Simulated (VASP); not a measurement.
# Ta in VASP: single point with PBE

Aim: the single point of Ta with PBE.

All numbers are computed with VASP 6.6.1; they aren't measurements. Logs are shortened: lines on timing, memory, paths and dates and some standing lists are left out, and cuts for length are marked.

**1. The cell of the first run**

The cell holds a slab with vacuum, 19 atoms: a = 4.694 Å, b = 7.422 Å, c = 24.957 Å, α = 90.00°, β = 90.00°, γ = 108.43°.

**2. Single point, PBE**

Input file INCAR:

```
SYSTEM = Ta
ALGO = Normal ; DIPOL = 0.5 0.5 0.500
EDIFF = 1E-7 ; ENCUT = 520
GGA = PE ; IDIPOL = 3
ISIF = 2 ; ISMEAR = 0
ISYM = 0 ; KPAR = 4
LASPH = .TRUE. ; LCHARG = .TRUE.
LDIPOL = .TRUE. ; LREAL = Auto
LVACPOTAV = .TRUE. ; LVHAR = .TRUE.
LWAVE = .FALSE. ; NBANDS = 120
NELM = 80 ; PREC = Accurate
SIGMA = 0.1
```

Input file KPOINTS:

```
k-points
0
G
  8 5 1
  0 0 0
```

Input file POSCAR:

```
Ta
1.0
    4.6938512163      0.0000000000      0.0000000000
   -2.3469256082      7.0407768245      0.0000000000
    0.0000000000      0.0000000000     24.9571620748
Ta
19
Direct
    0.3846171546      0.7677819845      0.3137752577
    0.7722145176      0.5445978811      0.3283393447
    0.1702525499      0.3406807469      0.3466341248
    0.5594257485      0.1191908057      0.3685368129
    0.9447757402      0.8897990204      0.3849926867
    0.3328932163      0.6658531229      0.4148634771
    0.7213026382      0.4431535668      0.4348591073
    0.1103197151      0.2212099534      0.4559273936
    0.5001188305      0.0004482428      0.4771871965
    0.8888899607      0.7777774548      0.4999999537
    0.2776611227      0.5551068999      0.5228128980
    0.6674601259      0.3343445867      0.5440723496
    0.0564796024      0.1124013961      0.5651406781
    0.4448866980      0.8897028238      0.5851362757
    0.8330033975      0.6657555016      0.6150070893
    0.2183546479      0.4363645869      0.6314636056
    0.6075204234      0.2148753807      0.6533660744
    0.0055738074      0.0109577768      0.6716607536
    0.3931389920      0.7877760460      0.6862249208
```

Potentials or basis: VASP PAW PBE potentials, release 64 (Ta_pv).

The run is started by

```sh
$ cat potpaw_PBE.64/Ta_pv/POTCAR > POTCAR
$ mpirun -np 4 vasp_std > vasp.out
```

OUTCAR:

```text
SYSTEM = Ta
   EDIFF = 1E-7
   ENCUT = 520
   GGA = PE
   ISIF = 2
   ISMEAR = 0
   ISYM = 0
   LASPH = .TRUE.
   LREAL = Auto
   NELM = 80
   PREC = Accurate

 ion  position               nearest neighbor table
   1  0.385  0.768  0.314-   6 2.62   4 2.83   2 2.84   2 2.85   5 3.06   5 3.07   3 3.12
   2  0.772  0.545  0.328-   7 2.75   3 2.79   3 2.79   5 2.81   1 2.84   1 2.85   4 3.16   6 3.30
                             6 3.30
   3  0.170  0.341  0.347-   2 2.79   2 2.79   6 2.85   8 2.85   4 2.87   4 2.87   1 3.12   7 3.30
                             7 3.30   5 3.32
   4  0.559  0.119  0.369-   7 2.82   1 2.83   9 2.84   3 2.87   3 2.87   5 2.88   5 2.88   2 3.16
                             8 3.28   8 3.28   6 3.39
   5  0.945  0.890  0.385-   2 2.81   4 2.88   4 2.88   6 2.92   6 2.92   8 2.93  10 2.98   1 3.06
                             1 3.07   3 3.32   9 3.38   9 3.38   7 3.38
   6  0.333  0.666  0.415-   1 2.62  11 2.80   9 2.82   3 2.85   7 2.87   7 2.87   5 2.92   5 2.92
                            10 3.26  10 3.26   8 3.29   2 3.30   2 3.30   4 3.39
   7  0.721  0.443  0.435-   2 2.75   4 2.82  12 2.83  10 2.86   6 2.87   6 2.87   8 2.87   8 2.87
                             9 3.29   3 3.30   3 3.30  11 3.31  11 3.31   5 3.38
   8  0.110  0.221  0.456-  13 2.83   3 2.85   9 2.86   9 2.87   7 2.87   7 2.87  11 2.88   5 2.93
                             4 3.28   4 3.28   6 3.29  10 3.31  12 3.31  12 3.32
   9  0.500  0.000  0.477-  14 2.80   6 2.82   4 2.84   8 2.86   8 2.87  10 2.88  10 2.88  12 2.88
                             7 3.29  13 3.31  13 3.31  11 3.34   5 3.38   5 3.38
  10  0.889  0.778  0.500-  13 2.86   7 2.86   9 2.88  11 2.88  11 2.88   9 2.88  15 2.98   5 2.98
                             6 3.26  14 3.26  14 3.26   6 3.26   8 3.31  12 3.31
  11  0.278  0.555  0.523-   6 2.80  14 2.82  16 2.84  12 2.86  12 2.87  10 2.88  10 2.88   8 2.88
                            13 3.29   7 3.31   7 3.31   9 3.34  15 3.38  15 3.38
  12  0.667  0.334  0.544-   7 2.83  17 2.85  11 2.86  11 2.87  13 2.87  13 2.87   9 2.88  15 2.93
                            16 3.28  16 3.28  14 3.29  10 3.31   8 3.31   8 3.32
  13  0.056  0.112  0.565-  18 2.75  16 2.82   8 2.83  10 2.86  14 2.87  14 2.87  12 2.87  12 2.87
                            11 3.29  17 3.30  17 3.30   9 3.31   9 3.31  15 3.38
  14  0.445  0.890  0.585-  19 2.62   9 2.80  11 2.82  17 2.85  13 2.87  13 2.87  15 2.92  15 2.92
                            10 3.26  10 3.26  12 3.29  18 3.30  18 3.30  16 3.39
  15  0.833  0.666  0.615-  18 2.81  16 2.88  16 2.88  14 2.92  14 2.92  12 2.93  10 2.98  19 3.06
                            19 3.07  17 3.32  11 3.38  11 3.38  13 3.38
  16  0.218  0.436  0.631-  13 2.82  19 2.83  11 2.84  17 2.87  17 2.87  15 2.88  15 2.88  18 3.16
                            12 3.28  12 3.28  14 3.39
  17  0.608  0.215  0.653-  18 2.79  18 2.79  14 2.85  12 2.85  16 2.87  16 2.87  19 3.12  13 3.30
                            13 3.30  15 3.32
  18  0.006  0.011  0.672-  13 2.75  17 2.79  17 2.79  15 2.81  19 2.84  19 2.85  16 3.16  14 3.30
                            14 3.30
  19  0.393  0.788  0.686-  14 2.62  16 2.83  18 2.84  18 2.85  15 3.06  15 3.07  17 3.12

IMPORTANT INFORMATION: All symmetrisations will be switched off!
NOSYMM: (Re-)initialisation of all symmetry stuff for point group C_1.

----------------------------------------------------------------------------------------

                                     Primitive cell

  volume of cell :     824.7932

  direct lattice vectors                    reciprocal lattice vectors
     4.693851216  0.000000000  0.000000000     0.213044674  0.071014891  0.000000000
    -2.346925608  7.040776824  0.000000000     0.000000000  0.142029782  0.000000000
     0.000000000  0.000000000 24.957162075     0.000000000  0.000000000  0.040068658

  length of vectors
     4.693851216  7.421630421 24.957162075     0.224568804  0.142029782  0.040068658

  position of ions in fractional coordinates (direct lattice)
     0.384617155  0.767781984  0.313775258
     0.772214518  0.544597881  0.328339345
     0.170252550  0.340680747  0.346634125
     0.559425748  0.119190806  0.368536813
     0.944775740  0.889799020  0.384992687
     0.332893216  0.665853123  0.414863477
[... 11 lines left out ...]
     0.005573807  0.010957777  0.671660754
     0.393138992  0.787776046  0.686224921

  ion indices of the primitive-cell ions
   primitive index   ion index
                 1           1
                 2           2
                 3           3
                 4           4
                 5           5
                 6           6
[... 11 lines left out ...]
                18          18
                19          19

----------------------------------------------------------------------------------------

 KPOINTS: k-points

Automatic generation of k-mesh.
 Grid dimensions read from file:
 generate k-points for:    8    5    1

 Generating k-lattice:

  Cartesian coordinates                     Fractional coordinates (reciprocal lattice)
     0.026630584  0.008876861  0.000000000     0.125000000  0.000000000  0.000000000
     0.000000000  0.028405956  0.000000000     0.000000000  0.200000000  0.000000000
     0.000000000  0.000000000  0.040068658     0.000000000  0.000000000  1.000000000

  Length of vectors
     0.028071100  0.028405956  0.040068658

  Shift w.r.t. Gamma in fractional coordinates (k-lattice)
     0.000000000  0.000000000  0.000000000

 -----------------------------------------------------------------------------
|                                                                             |
|           W    W    AA    RRRRR   N    N  II  N    N   GGGG   !!!           |
|           W    W   A  A   R    R  NN   N  II  NN   N  G    G  !!!           |
|           W    W  A    A  R    R  N N  N  II  N N  N  G       !!!           |
|           W WW W  AAAAAA  RRRRR   N  N N  II  N  N N  G  GGG   !            |
|           WW  WW  A    A  R   R   N   NN  II  N   NN  G    G                |
|           W    W  A    A  R    R  N    N  II  N    N   GGGG   !!!           |
|                                                                             |
|     Your reciprocal lattice and k-lattice belong to different lattice       |
|     classes:                                                                |
|                                                                             |
|        The reciprocal lattice is base centered orthorhombic,                |
|        whereas your k-lattice is simple monoclinic.                         |
|                                                                             |
|     Results are often still useful ...                                      |
|                                                                             |
 -----------------------------------------------------------------------------

 WARNING: IBZKPT: internal override: KBLOWUP is changed to .FALSE.
      ... skipping the blow-up phase ...

 Subroutine IBZKPT returns following result:
 ===========================================

 Found     21 irreducible k-points:

 Following reciprocal coordinates:
            Coordinates               Weight
  0.000000  0.000000  0.000000      1.000000
  0.125000  0.000000  0.000000      2.000000
  0.250000  0.000000  0.000000      2.000000
  0.375000  0.000000  0.000000      2.000000
  0.500000  0.000000  0.000000      1.000000
  0.000000  0.200000  0.000000      2.000000
[... 13 lines left out ...]
 -0.250000  0.400000  0.000000      2.000000
 -0.125000  0.400000  0.000000      2.000000
   k-points           NKPTS =     21   k-points in BZ     NKDIM =     21   number of bands    NBANDS=    120
   number of dos      NEDOS =    301   number of ions     NIONS =     19
   total plane-waves  NPLWV = 387072
   dimension x,y,z NGX =    36 NGY =   56 NGZ =  192
   dimension x,y,z NGXF=    72 NGYF=  112 NGZF=  384
   ions per type =              19
   NGX,Y,Z   is equivalent  to a cutoff of  12.75, 12.54, 12.79 a.u.
   NGXF,Y,Z  is equivalent  to a cutoff of  25.50, 25.09, 25.58 a.u.
 SYSTEM =  Ta
   PREC   = accura    normal or accurate (medium, high low for compatibility)
   ISTART =      0    job   : 0-new  1-cont  2-samecut
   ICHARG =      2    charge: 1-file 2-atom 10-const
   ISPIN  =      1    spin polarized calculation?
   LNONCOLLINEAR =      F non collinear calculations
   LSORBIT =      F    spin-orbit coupling
   LASPH  =      T    aspherical Exc in radial PAW
   ENCUT  =  520.0 eV  38.22 Ry    6.18 a.u.   8.73 13.80 46.40*2*pi/ulx,y,z
   NELM   =     80;   NELMIN=  2; NELMDL= -5     # of ELM steps
   EDIFF  = 0.1E-06   stopping-criterion for ELM
   LREAL  =      T    real-space projection
   EDIFFG = 0.1E-05   stopping-criterion for IOM
   NSW    =      0    number of steps for IOM
   IBRION =     -1    ionic relax: 0-MD 1-quasi-New 2-CG
   NFREE  =      0    steps in history (QN), initial steepest desc. (CG)
   ISIF   =      2    stress and relaxation
   ISYM   =      0    0-nonsym 1-usesym 2-fastsym
   POTIM  = 0.5000    time-step for ionic-motion
   TEBEG  =    0.0;   TEEND  =   0.0 temperature during run
   PSTRESS=    0.0 pullay stress
   NELECT =     209.0000    total number of electrons
   NUPDOWN=      -1.0000    fix difference up-down
   EMIN   =  10.00;   EMAX   =-10.00  energy-range for DOS
   EFERMI =   0.00;   METHOD = LEGACY
   ISMEAR =     0;   SIGMA  =   0.10  broadening in eV -4-tet -1-fermi 0-gaus
   EFERMI_NEDOS =   21; number of points for ismear=-14 and -15
   IALGO  =     38    algorithm
   IMIX   =      4    mixing-type and parameters
     AMIX     =   0.40;   BMIX     =  1.00
     AMIX_MAG =   1.60;   BMIX_MAG =  1.00
  volume/ion in A,a.u.               =      43.41       292.95
  Fermi-wavevector in a.u.,A,eV,Ry     =   1.035957  1.957676 14.601877  1.073208
  Thomas-Fermi vector in A             =   2.170325
   LORBIT       =      0    0 simple, 1 ext, 2 COOP (PROOUT), +10 PAW based schemes
   GGA     = PE    functional components
   LHFCALC =     F    Hartree Fock is set to
   AEXX    =    0.0000 exact exchange contribution
   IVDW    =     0    specifies the selected vdW correction
   LEPSILON=     F    determine dielectric tensor
   LRPA    =     F    only Hartree local field effects (RPA)
 non-spin polarized calculation
 Gauss-broadening in eV      SIGMA  =   0.10
  energy-cutoff  :      520.00
  volume of cell :      824.79
 maximum number of plane-waves:     22240
   NGX = 17   NGY = 27   NGZ = 93

 dipolmoment           0.000000      0.000000     -0.000003 electrons x Angstroem

 number of electron     209.0000010 magnetization

 dipolmoment           0.000000      0.000000      0.000002 electrons x Angstroem

 Free energy of the ion-electron system (eV)
  ---------------------------------------------------
  ext. energy  EPLUGINS =         0.00000000
  ---------------------------------------------------
  free energy    TOTEN  =      -213.58227028 eV

  energy without entropy =     -213.45881352  energy(sigma->0) =     -213.52054190

 E-fermi :   0.0400     XC(G=0):  -6.1384

 val. band max:        0.0397487772   @ k =   0.3750   0.0000   0.0000
 cond. band min:       0.0440369789   @ k =   0.1250   0.0000   0.0000
 fundamental gap:      0.0042882017
 Fermi energy:         0.0399719849

 k-point     1 :       0.0000    0.0000    0.0000
  band No.  band energies     occupation
      1     -34.5450      2.00000
      2     -34.5437      2.00000
      3     -34.4025      2.00000
      4     -34.4024      2.00000
      5     -34.2722      2.00000
      6     -34.2650      2.00000
[... 108 lines left out ...]
    115       0.9055      0.00000
    116       1.0521      0.00000
[... 2378 lines left out ...]
    115       1.3533      0.00000
    116       1.5208      0.00000
 [bands above 116 left out]

------------------------ aborting loop because EDIFF is reached ----------------------------------------

  FORCE on cell =-STRESS in cart. coord.  units (eV):
  Direction    XX          YY          ZZ          XY          YZ          ZX
  --------------------------------------------------------------------------------------
  -------------------------------------------------------------------------------------
  Total       -7.2075336     -7.6499124     -0.0109400     -0.0967892     -0.0486787     -0.0080613
  in kB      -14.0007778    -14.8601073     -0.0212512     -0.1880149     -0.0945593     -0.0156593
  external PRESSURE =      -9.6273787 kB  Pullay stress =       0.0000000 kB

 VOLUME and BASIS-vectors are now :
 -----------------------------------------------------------------------------
  energy-cutoff  :      520.00
  volume of cell :      824.79
      direct lattice vectors                 reciprocal lattice vectors
     4.693851216  0.000000000  0.000000000     0.213044674  0.071014891  0.000000000
    -2.346925608  7.040776824  0.000000000     0.000000000  0.142029782  0.000000000
     0.000000000  0.000000000 24.957162075     0.000000000  0.000000000  0.040068658

 POSITION                                       TOTAL-FORCE (eV/Angst)
 -----------------------------------------------------------------------------------
      0.00341      5.40578      7.83094         0.003871      0.005213      0.011594
      2.34653      3.83439      8.19442        -0.000357     -0.007000     -0.015361
     -0.00041      2.39866      8.65100        -0.000569      0.000609      0.000414
      2.34613      0.83920      9.19763        -0.000908      0.009793     -0.012496
      2.34634      6.26488      9.60832        -0.001075     -0.003903      0.000575
     -0.00016      4.68812     10.35382         0.001087     -0.003184     -0.003634
[... 11 lines left out ...]
      0.00045      0.07715     16.76275         0.000041      0.005093      0.016217
     -0.00352      5.54656     17.12623        -0.004559     -0.004021     -0.011445
 -----------------------------------------------------------------------------------
    total drift:                                0.000984     -0.001311      0.000144

  FREE ENERGIE OF THE ION-ELECTRON SYSTEM (eV)
  ---------------------------------------------------
  free  energy   TOTEN  =      -213.5822702811 eV

  energy  without entropy=     -213.4588135192  energy(sigma->0) =     -213.52054190

 vacuum level on the upper side and lower side of the slab         4.116         4.116
```

Wall time 25 min (4 MPI ranks of Intel Xeon Platinum 8488C (Sapphire Rapids), shared host); peak memory 1.6 GiB.

What came out:

- Free energy: -213.5823 eV
- Largest force: 0.017 eV/Å
- Band gap on the k mesh: zero (an odd number of electrons rules out a gap without spin polarisation)

Forces on the atoms (eV/Å):
```
Ta   0.004  0.005  0.012
Ta   0.000 -0.007 -0.015
Ta  -0.001  0.001  0.000
Ta  -0.001  0.010 -0.012
Ta  -0.001 -0.004  0.001
Ta   0.001 -0.003 -0.004
Ta   0.000  0.014 -0.006
Ta   0.001 -0.002  0.006
Ta   0.000 -0.009  0.001
Ta   0.000  0.000  0.000
Ta  -0.001  0.010 -0.002
Ta  -0.001  0.002 -0.005
Ta   0.000 -0.015  0.006
Ta  -0.001  0.003  0.003
Ta   0.001  0.005 -0.001
Ta   0.001 -0.009  0.012
Ta   0.001  0.000  0.000
Ta   0.000  0.005  0.016
Ta  -0.005 -0.004 -0.011
```

Levels at points of the mesh, in eV from the Fermi level:
| k point | band 101 | band 102 | band 103 | band 104 | band 105 | band 106 | band 107 | band 108 | band 109 | band 110 |
| --- | --- | --- | --- | --- | --- | --- | --- | --- | --- | --- |
| (0.00, 0.00, 0.00) | -0.41 | -0.35 | -0.03 | -0.02 | -0.01 | 0.29 | 0.31 | 0.39 | 0.46 | 0.50 |
| (0.50, 0.00, 0.00) | -0.49 | -0.43 | -0.28 | -0.19 | -0.15 | -0.03 | 0.03 | 0.19 | 0.23 | 0.32 |

Caveat: spin-orbit coupling is left out, which moves the levels of the heavy elements.
